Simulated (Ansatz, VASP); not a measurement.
## Rb2O3 in VASP and in Ansatz

```xyz
20
Lattice="-4.4558 4.4558 4.4558 4.4558 -4.4558 4.4558 4.4558 4.4558 -4.4558" Properties=species:S:1:pos:R:3 pbc="T T T"
Rb    3.9810    3.9810    3.9810
Rb    1.7531   -1.7531    2.7028
Rb    0.4748    4.9307   -0.4748
Rb    2.7028    1.7531   -1.7531
Rb   -0.4748    0.4748    4.9307
Rb    1.7531    1.7531    1.7531
Rb    4.9307   -0.4748    0.4748
Rb   -1.7531    2.7028    1.7531
O     4.0237    4.4558   -2.2279
O    -2.2279    2.6601    4.4558
O     0.4322    4.4558    2.2279
O     2.2279    1.7958    4.4558
O    -2.2279    4.0237    4.4558
O     4.4558   -2.2279    2.6601
O     2.2279    0.4322    4.4558
O     4.4558    2.2279    1.7958
O     1.7958    4.4558    2.2279
O     4.4558   -2.2279    4.0237
O     2.6601    4.4558   -2.2279
O     4.4558    2.2279    0.4322
```

Alike in both runs: functional LDA; k mesh 4 × 4 × 4; occupations gaussian, width 0.1 eV; no spin polarisation.

Ansatz relaxed the structure, and its values are those at the end. VASP's run is a single point on that final structure, the one shown.

|  | VASP | Ansatz |
| --- | --- | --- |
| version | VASP 6.6.1 | Ansatz 0.2.0 |
| potentials or method | VASP PAW LDA potentials, release 64 (Rb_sv, O), cutoff 520 eV | scalar-relativistic, plane waves, PAW |
| valence electrons in the cell | 144 | 144 |

|  | VASP | Ansatz | Ansatz less VASP |
| --- | --- | --- | --- |
| gap on the k mesh at the Fermi level (eV) | none | none | - |
| pressure (GPa) | 0.3 | -0.4 | -0.72 |
| rms of the force components (eV/Å) | 0.248 | 0.020 | -0.2279 |

LDA's correlation is that of Perdew and Zunger in VASP and of Perdew and Wang (1992) in Ansatz. A gap of «none» marks a metal or a gap that the smearing closes. One of these differences is far larger than is usual between the two programs; its cause wasn't traced.
